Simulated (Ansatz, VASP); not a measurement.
## One calculation of ZnO, two programs

```
Zn O
1.0
     3.23520    0.00000    0.00000
    -1.61760    2.80176    0.00000
     0.00000    0.00000    5.21143
Zn O
2 2
Cartesian
  0.0000 1.8678 2.6041
  1.6176 0.9339 -0.0016
  1.6176 0.9339 1.9768
  0.0000 1.8678 4.5825
```

Alike in both runs: functional r2SCAN; k mesh 12 × 12 × 8; occupations fermi-dirac, width 0.05 eV; no spin polarisation.

Ansatz relaxed the structure, and its values are those at the end. VASP's run is a single point on that final structure, the one shown.

|  | VASP | Ansatz |
| --- | --- | --- |
| version | VASP 6.6.1 | Ansatz 0.2.0 |
| potentials or method | VASP PAW PBE potentials, release 64 (Zn, O) | PAW with Ansatz's default frozen-core files, scalar-relativistic |
| plane-wave cutoff (eV) | 520 | 500 |
| valence electrons in the cell | 36 | 36 |

VASP gave:

* pressure (GPa): 1.0
* rms of the force components (eV/Å): 0.006

**Question.** What did Ansatz give for the same quantities?

**Answer.** Pressure (GPa): 0.0; rms of the force components (eV/Å): 0.000.

VASP's potentials were made for PBE, not for r2SCAN.
